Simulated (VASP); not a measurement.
# Co (Im-3m) in VASP: a series of runs

Co is run at these levels: revPBE; tasks: single point.

Program: VASP 6.6.1. These are calculated values, not measurements. Logs are shortened: lines on timing, memory, paths and dates and some standing lists are left out, and cuts for length are marked.

## Step 1: The cell of the first run

It takes space group Im-3m (No. 229, cubic). The conventional cell has a = 2.714 Å, b = 2.714 Å, c = 2.714 Å, α = 90.00°, β = 90.00°, γ = 90.00°. Within 3.1 Å of Co (site symmetry m-3m) lie 14 Co at 2.35 to 2.71 Å.

## Step 2: Single point, revPBE, collinear spin, ferromagnetic start (volume scaled by 0.88)

Input file INCAR:

```
SYSTEM = Co
PREC = Accurate
ENCUT = 520
EDIFF = 1E-6
ISMEAR = -1
SIGMA = 0.05
LREAL = .False.
LASPH = .True.
NELM = 150
ALGO = Normal
ISIF = 2
LWAVE = .False.
LCHARG = .False.
ISPIN = 2
MAGMOM = 1.868
LORBIT = 11
LMAXMIX = 4
GGA = RE
NBANDS = 14
```

Input file KPOINTS:

```
regular mesh
0
Gamma
  17 17 17
  0 0 0
```

Input file POSCAR:

```
Co
1.0
   -1.3568744697      1.3568744697      1.3568744697
    1.3568744697     -1.3568744697      1.3568744697
    1.3568744697      1.3568744697     -1.3568744697
Co
1
Direct
    0.0000000000      0.0000000000      0.0000000000
```

Potentials or basis: VASP PAW PBE potentials, release 64 (Co).

The run is started by

```sh
> cat potpaw_PBE.64/Co/POTCAR > POTCAR
> mpirun -np 1 vasp_std > vasp.out
```

OUTCAR:

```text
SYSTEM = Co
   PREC = Accurate
   ENCUT = 520
   EDIFF = 1E-6
   ISMEAR = -1
   LREAL = .False.
   LASPH = .True.
   NELM = 150
   ISIF = 2
   ISPIN = 2
   LORBIT = 11
   GGA = RE

 ion  position               nearest neighbor table
   1  0.000  0.000  0.000-

  LATTYP: Found a body centered cubic cell.
 ALAT       =     2.7137489394

  Lattice vectors:

 A1 = (  -1.3568744697,   1.3568744697,   1.3568744697)
 A2 = (   1.3568744697,  -1.3568744697,   1.3568744697)
 A3 = (   1.3568744697,   1.3568744697,  -1.3568744697)

Analysis of symmetry for initial positions (statically):
=====================================================================
 Subroutine PRICEL returns:
 Original cell was already a primitive cell.

 Routine SETGRP: Setting up the symmetry group for a
 body centered cubic supercell.

 Subroutine GETGRP returns: Found 48 space group operations
 (whereof 48 operations were pure point group operations)
 out of a pool of 48 trial point group operations.

The static configuration has the point symmetry O_h .

Analysis of symmetry for dynamics (positions and initial velocities):
=====================================================================
 Subroutine PRICEL returns:
 Original cell was already a primitive cell.

 Routine SETGRP: Setting up the symmetry group for a
 body centered cubic supercell.

 Subroutine GETGRP returns: Found 48 space group operations
 (whereof 48 operations were pure point group operations)
 out of a pool of 48 trial point group operations.

The dynamic configuration has the point symmetry O_h .

Analysis of structural, dynamic, and magnetic symmetry:
=====================================================================
 Subroutine PRICEL returns:
 Original cell was already a primitive cell.

 Routine SETGRP: Setting up the symmetry group for a
 body centered cubic supercell.

 Subroutine GETGRP returns: Found 48 space group operations
 (whereof 48 operations were pure point group operations)
 out of a pool of 48 trial point group operations.

The overall configuration has the point symmetry O_h .

 Subroutine INISYM returns: Found 48 space group operations
 (whereof 48 operations are pure point group operations),
 and found     1 'primitive' translations

----------------------------------------------------------------------------------------

                                     Primitive cell

  volume of cell :       9.9926

  direct lattice vectors                    reciprocal lattice vectors
    -1.356874470  1.356874470  1.356874470     0.000000000  0.368493926  0.368493926
     1.356874470 -1.356874470  1.356874470     0.368493926  0.000000000  0.368493926
     1.356874470  1.356874470 -1.356874470     0.368493926  0.368493926  0.000000000

  length of vectors
     2.350175521  2.350175521  2.350175521     0.521129107  0.521129107  0.521129107

  position of ions in fractional coordinates (direct lattice)
     0.000000000  0.000000000  0.000000000

  ion indices of the primitive-cell ions
   primitive index   ion index
                 1           1

----------------------------------------------------------------------------------------

 KPOINTS: regular mesh

Automatic generation of k-mesh.
 Grid dimensions read from file:
 generate k-points for:   17   17   17

 Generating k-lattice:

  Cartesian coordinates                     Fractional coordinates (reciprocal lattice)
     0.000000000  0.021676113  0.021676113     0.058823529  0.000000000  0.000000000
     0.021676113  0.000000000  0.021676113     0.000000000  0.058823529  0.000000000
     0.021676113  0.021676113  0.000000000     0.000000000  0.000000000  0.058823529

  Length of vectors
     0.030654653  0.030654653  0.030654653

  Shift w.r.t. Gamma in fractional coordinates (k-lattice)
     0.000000000  0.000000000  0.000000000

 Subroutine IBZKPT returns following result:
 ===========================================

 Found    165 irreducible k-points:

 Following reciprocal coordinates:
            Coordinates               Weight
  0.000000  0.000000  0.000000      1.000000
  0.058824  0.000000  0.000000     12.000000
  0.117647  0.000000  0.000000     12.000000
  0.176471  0.000000  0.000000     12.000000
  0.235294  0.000000  0.000000     12.000000
  0.294118  0.000000  0.000000     12.000000
[... 16 lines left out ...]
  0.411765  0.117647 -0.000000     48.000000
  0.176471  0.176471  0.000000     24.000000
 [... further k-points ...]
   k-points           NKPTS =    165   k-points in BZ     NKDIM =    165   number of bands    NBANDS=     14
   number of dos      NEDOS =    301   number of ions     NIONS =      1
   total plane-waves  NPLWV =   5832
   dimension x,y,z NGX =    18 NGY =   18 NGZ =   18
   dimension x,y,z NGXF=    36 NGYF=   36 NGZF=   36
   ions per type =               1
   NGX,Y,Z   is equivalent  to a cutoff of  12.73, 12.73, 12.73 a.u.
   NGXF,Y,Z  is equivalent  to a cutoff of  25.47, 25.47, 25.47 a.u.
 SYSTEM =  Co
   PREC   = accura    normal or accurate (medium, high low for compatibility)
   ISTART =      0    job   : 0-new  1-cont  2-samecut
   ICHARG =      2    charge: 1-file 2-atom 10-const
   ISPIN  =      2    spin polarized calculation?
   LNONCOLLINEAR =      F non collinear calculations
   LSORBIT =      F    spin-orbit coupling
   LASPH  =      T    aspherical Exc in radial PAW
   ENCUT  =  520.0 eV  38.22 Ry    6.18 a.u.   4.37  4.37  4.37*2*pi/ulx,y,z
   NELM   =    150;   NELMIN=  2; NELMDL= -5     # of ELM steps
   EDIFF  = 0.1E-05   stopping-criterion for ELM
   LREAL  =      F    real-space projection
   EDIFFG = 0.1E-04   stopping-criterion for IOM
   NSW    =      0    number of steps for IOM
   IBRION =     -1    ionic relax: 0-MD 1-quasi-New 2-CG
   NFREE  =      0    steps in history (QN), initial steepest desc. (CG)
   ISIF   =      2    stress and relaxation
   ISYM   =      2    0-nonsym 1-usesym 2-fastsym
   POTIM  = 0.5000    time-step for ionic-motion
   TEBEG  =    0.0;   TEEND  =   0.0 temperature during run
   PSTRESS=    0.0 pullay stress
   NELECT =       9.0000    total number of electrons
   NUPDOWN=      -1.0000    fix difference up-down
   EMIN   =  10.00;   EMAX   =-10.00  energy-range for DOS
   EFERMI =   0.00;   METHOD = LEGACY
   ISMEAR =    -1;   SIGMA  =   0.05  broadening in eV -4-tet -1-fermi 0-gaus
   EFERMI_NEDOS =   21; number of points for ismear=-14 and -15
   IALGO  =     38    algorithm
   IMIX   =      4    mixing-type and parameters
     AMIX     =   0.40;   BMIX     =  1.00
     AMIX_MAG =   1.60;   BMIX_MAG =  1.00
  volume/ion in A,a.u.               =       9.99        67.43
  Fermi-wavevector in a.u.,A,eV,Ry     =   1.580991  2.987639 34.008195  2.499532
  Thomas-Fermi vector in A             =   2.681134
   LORBIT       =     11    0 simple, 1 ext, 2 COOP (PROOUT), +10 PAW based schemes
   GGA     = RE    functional components
   LHFCALC =     F    Hartree Fock is set to
   AEXX    =    0.0000 exact exchange contribution
   IVDW    =     0    specifies the selected vdW correction
   LEPSILON=     F    determine dielectric tensor
   LRPA    =     F    only Hartree local field effects (RPA)
 spin polarized calculation
  energy-cutoff  :      520.00
  volume of cell :        9.99
 maximum number of plane-waves:       276
 NGX is ok and might be reduce to    18
   NGX =  9   NGY =  9   NGZ =  9

 number of electron       8.9999994 magnetization       1.6920706

 Free energy of the ion-electron system (eV)
  ---------------------------------------------------
  ext. energy  EPLUGINS =         0.00000000
  ---------------------------------------------------
  free energy    TOTEN  =        -6.44147066 eV

  energy without entropy =       -6.42956286  energy(sigma->0) =       -6.43551676

 E-fermi :  11.9471     XC(G=0): -13.8217

 val. band max:       11.9465381443   @ k =   0.2353   0.2353   0.0000
 cond. band min:      11.9475942176   @ k =  -0.1176   0.1176   0.0588
 fundamental gap:      0.0010560733
 Fermi energy:        11.9471217175

 spin component 1

 k-point     1 :       0.0000    0.0000    0.0000
  band No.  band energies     occupation
      1       2.1657      1.00000
      2       8.7189      1.00000
      3       8.7189      1.00000
      4       8.7189      1.00000
      5      10.0099      1.00000
      6      10.0099      1.00000
      7      38.1578      0.00000
      8      38.1578      0.00000
      9      38.1578      0.00000
     10      44.0581      0.00000
     11      44.0581      0.00000
     12      46.8039      0.00000
     13      46.8040      0.00000
     14      46.8042      0.00000
[... 375 lines left out ...]
 k-point    24 :       0.1765    0.1765    0.0000
  band No.  band energies     occupation
      1       5.5942      1.00000
      2       8.0160      1.00000
      3       8.1912      1.00000
      4       9.7364      1.00000
      5      10.2446      1.00000
      6      10.9386      1.00000
      7      27.7834      0.00000
      8      28.9177      0.00000
      9      34.8517      0.00000
     10      39.0644      0.00000
     11      43.0851      0.00000
     12      46.7569      0.00000
     13      47.7582      0.00000
     14      50.5837      0.00000

 [... further k-points ...]

 spin component 2

 k-point     1 :       0.0000    0.0000    0.0000
  band No.  band energies     occupation
      1       2.2003      1.00000
      2      10.2456      1.00000
      3      10.2456      1.00000
      4      10.2456      1.00000
      5      12.2949      0.00095
      6      12.2949      0.00095
      7      37.9028      0.00000
      8      37.9028      0.00000
      9      37.9028      0.00000
     10      44.1171      0.00000
     11      44.1171      0.00000
     12      47.1673      0.00000
     13      47.1673      0.00000
     14      47.1673      0.00000
[... 375 lines left out ...]
 k-point    24 :       0.1765    0.1765    0.0000
  band No.  band energies     occupation
      1       5.8064      1.00000
      2       9.4662      1.00000
      3       9.5448      1.00000
      4      11.8146      0.93408
      5      12.3673      0.00022
      6      12.6722      0.00000
      7      28.2116      0.00000
      8      29.2929      0.00000
      9      35.2178      0.00000
     10      39.0470      0.00000
     11      43.3268      0.00000
     12      46.9950      0.00000
     13      50.1801      0.00000
     14      52.2274      0.00000

 [... further k-points ...]

------------------------ aborting loop because EDIFF is reached ----------------------------------------

  FORCE on cell =-STRESS in cart. coord.  units (eV):
  Direction    XX          YY          ZZ          XY          YZ          ZX
  --------------------------------------------------------------------------------------
  -------------------------------------------------------------------------------------
  Total        1.9398655      1.9398655      1.9398655      0.0000000     -0.0000000      0.0000000
  in kB      311.0306516    311.0306516    311.0306516      0.0000000     -0.0000000      0.0000000
  external PRESSURE =     311.0306516 kB  Pullay stress =       0.0000000 kB

 VOLUME and BASIS-vectors are now :
 -----------------------------------------------------------------------------
  energy-cutoff  :      520.00
  volume of cell :        9.99
      direct lattice vectors                 reciprocal lattice vectors
    -1.356874470  1.356874470  1.356874470     0.000000000  0.368493926  0.368493926
     1.356874470 -1.356874470  1.356874470     0.368493926  0.000000000  0.368493926
     1.356874470  1.356874470 -1.356874470     0.368493926  0.368493926  0.000000000

 POSITION                                       TOTAL-FORCE (eV/Angst)
 -----------------------------------------------------------------------------------
      0.00000      0.00000      0.00000        -0.000000      0.000000      0.000000
 -----------------------------------------------------------------------------------
    total drift:                                0.000000     -0.000000      0.000000

  FREE ENERGIE OF THE ION-ELECTRON SYSTEM (eV)
  ---------------------------------------------------
  free  energy   TOTEN  =        -6.4414706597 eV

  energy  without entropy=       -6.4295628582  energy(sigma->0) =       -6.43551676

 total charge

# of ion       s       p       d       tot
------------------------------------------
    1        0.527   0.611   7.305   8.443

 magnetization (x)

# of ion       s       p       d       tot
------------------------------------------
    1       -0.006  -0.050   1.753   1.697
```

Run time: 57 s. Hardware: 1 thread of AMD EPYC 7R43 (Zen 3), shared host; peak memory 0.11 GiB.

Results:

```yaml
Free_energy: -6.4415 eV
Pressure: 31.1 GPa
Net_moment: 1.69 μB per cell
Site_moments: Co +1.70 μB
Valence_electrons_inside_the_program's_atomic_spheres: Co 8.44
```

Caveat: the PAW data sets were made with another functional, which shifts forces and pressure a little.

## Step 3: Single point, revPBE, collinear spin, ferromagnetic start (volume scaled by 0.92)

Input file INCAR:

```
SYSTEM = Co
  ALGO = Normal
  EDIFF = 1E-7
  ENCUT = 520
  GGA = RE
  ISIF = 2
  ISMEAR = -1
  ISPIN = 2
  LASPH = .TRUE.
  LCHARG = .TRUE.
  LELF = .TRUE.
  LMAXMIX = 4
  LORBIT = 11
  LREAL = .FALSE.
  LVHAR = .TRUE.
  LWAVE = .FALSE.
  MAGMOM = 1.868
  NBANDS = 14
  NELM = 150
  PREC = Accurate
  SIGMA = 0.05
```

Input file KPOINTS:

```
k-points
0
G
  17 17 17
  0 0 0
```

Input file POSCAR:

```
Co
1.0
   -1.3771293136      1.3771293136      1.3771293136
    1.3771293136     -1.3771293136      1.3771293136
    1.3771293136      1.3771293136     -1.3771293136
Co
1
Direct
    0.0000000000      0.0000000000      0.0000000000
```

Potentials or basis: VASP PAW PBE potentials, release 64 (Co).

The run is started by

```sh
> cat potpaw_PBE.64/Co/POTCAR > POTCAR
> mpirun -np 1 vasp_std > vasp.out
```

It took 79 s on 1 thread of AMD EPYC 7R43 (Zen 3), shared host; peak memory 0.12 GiB.

It converged, with:

- Free energy: -6.5104 eV
- Pressure: 18.0 GPa
- Net moment: 1.73 μB per cell
- Site moments: Co +1.74 μB
- Valence electrons inside the program's atomic spheres: Co 8.35

Levels at points of the mesh, in eV from the Fermi level:
Spin up:
| k point | band 1 | band 2 | band 3 | band 4 | band 5 | band 6 | band 7 | band 8 | band 9 | band 10 |
| --- | --- | --- | --- | --- | --- | --- | --- | --- | --- | --- |
| (0.00, 0.00, 0.00) | -9.51 | -3.16 | -3.16 | -3.16 | -1.98 | -1.98 | 25.76 | 25.76 | 25.76 | 31.30 |
Spin down:
```tsv
k point	band 1	band 2	band 3	band 4	band 5	band 6	band 7	band 8	band 9
(0.00, 0.00, 0.00)	-9.48	-1.61	-1.61	-1.61	0.36	0.36	25.48	25.48	25.48
```

Caveat: the PAW data sets were made with another functional, which shifts forces and pressure a little.
